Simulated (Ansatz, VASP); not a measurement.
BaO in VASP and in Ansatz

File INCAR:

```
PREC = Accurate ; ENCUT = 600
EDIFF = 1E-7 ; ISMEAR = 0
SIGMA = 0.02 ; LREAL = False
LASPH = True ; NELM = 120
ALGO = Normal ; ISIF = 3
LWAVE = False ; LCHARG = False
GGA = PS ; IBRION = 2
NSW = 100 ; EDIFFG = -0.005
GGA_COMPAT = False ; NELMIN = 4
```

Contents of KPOINTS:

```
regular mesh
0
Gamma
  9 9 4
```

POSCAR

```
BaO
1.0
    3.8890870000      0.0000000000      0.0000000000
   -1.9445440000      3.3680480000      0.0000000000
    0.0000000000      0.0000000000      9.5262790000
Ba O
3 3
Direct
    0.0000000000      0.0000000000      0.0000000000
    0.3333333300      0.6666666700      0.3333333300
    0.6666666700      0.3333333300      0.6666666700
    0.6666666700      0.3333333300      0.1666666700
    0.0000000000      0.0000000000      0.5000000000
    0.3333333300      0.6666666700      0.8333333300
```

Input for Ansatz:

```yaml
crystal:
  lattice:
    - [3.889087, 0.0, 0.0]
    - [-1.944544, 3.368048, 0.0]
    - [0.0, 0.0, 9.526279]
  atoms:
    - { symbol: Ba, position: [0.0, 0.0, 0.0] }
    - { symbol: O, position: [0.66666667, 0.33333333, 0.16666667] }
    - { symbol: Ba, position: [0.33333333, 0.66666667, 0.33333333] }
    - { symbol: O, position: [0.0, 0.0, 0.5] }
    - { symbol: Ba, position: [0.66666667, 0.33333333, 0.66666667] }
    - { symbol: O, position: [0.33333333, 0.66666667, 0.83333333] }
basis:
  ecutwfc: 420
kpoints:
  mp_grid: { grid: [9, 9, 4] }
hamiltonian:
  xc: pbesol
scf:
  occupations: { method: gaussian, width: 0.02 }
output:
  forces: true
  stress: true
  eigenvalues: true
relax:
  adjacent_minimum: "off"
  f_tol: 0.005
  max_steps: 80
  cell: { stress_tol: 0.05 }
```

Alike in both runs: task relaxation of cell and atoms; functional PBEsol; k mesh 9 × 9 × 4; occupations gaussian, width 0.02 eV; no spin polarisation.

|  | VASP | Ansatz |
| --- | --- | --- |
| version | VASP 6.6.1 | Ansatz 0.2.0 |
| potentials or method | VASP PAW PBE potentials, release 64 (Ba_sv, O), cutoff 600 eV | scalar-relativistic, plane waves, PAW |
| valence electrons in the cell | 48 | 48 |

|  | VASP | Ansatz | Ansatz less VASP |
| --- | --- | --- | --- |
| gap on the k mesh at the Fermi level, each at its own relaxed structure (eV) | 1.95 | 1.93 | -0.017 |
| relaxed volume (Å³/atom) | 21.16 | 20.69 | -0.474 |

VASP's potentials were made for PBE, not for PBEsol.

Spin-orbit coupling is off throughout.
